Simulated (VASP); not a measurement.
Wanted: the native input for a VASP 6.6.1 run.

```
Task                   : relaxation of cell and atoms
Functional             : RPBE
Dispersion             : D3(BJ)
Potentials or basis    : VASP PAW PBE potentials, release 64 (H)
Cutoff                 : 600 eV
k mesh                 : 10 × 10 × 26
Occupations            : fermi-dirac, width 0.1 eV
Spin                   : no spin polarisation
Dipole correction      : no
Further INCAR settings : ALGO = Normal; EDIFF = 1e-06; IBRION = 2; EDIFFG = -0.01; NSW = 80; ISIF = 3
```

The structure of H lies in POSCAR:

```
H
1.0
    2.6496387389      0.0000000000      0.0000000000
    0.0000000000      2.6496387389      0.0000000000
    0.0000000000      0.0000000000      0.9804929200
H
1
Direct
    0.0000000000      0.0000000000      0.5000000000
```

These files were run (other wordings do the same):

INCAR

```
ALGO = Normal
EDIFF = 1E-6
EDIFFG = -0.01
ENCUT = 600
GGA = RP
IBRION = 2
ISIF = 3
ISMEAR = -1
IVDW = 12
LASPH = True
LCHARG = False
LREAL = False
LWAVE = False
NELM = 60
NSW = 80
PREC = Accurate
SIGMA = 0.1
```

KPOINTS

```
k-points
0
Gamma
  10 10 26
```

Potentials or basis: VASP PAW PBE potentials, release 64 (H).

Launch:

```bash
$ cat potpaw_PBE.64/H/POTCAR > POTCAR
$ mpirun -np 1 vasp_std > vasp.out
```

Results of the run:

```
Relaxed volume                         : 6.58 Å³/atom
Relaxed cell                           : a = 2.583 Å, b = 2.583 Å, c = 0.986 Å, α = 90.00°, β = 90.00°, γ = 90.00°
Space group after relaxing (to 0.05 Å) : P4/mmm (No. 123)
Energy gained by relaxing              : 1.1 meV/atom
Ionic steps                            : 7
Pressure after relaxing                : -0.2 GPa
Dispersion energy per atom             : -0.161 eV
```

Caveat: the PAW data sets were made with another functional, which shifts forces and pressure a little; pairwise dispersion overbinds metals, which lowers pressure and volume.

Run time: 12 s on 1 thread of Intel(R) Xeon(R) Platinum 8488C (Sapphire Rapids) (shared host), peak memory 0.13 GiB.
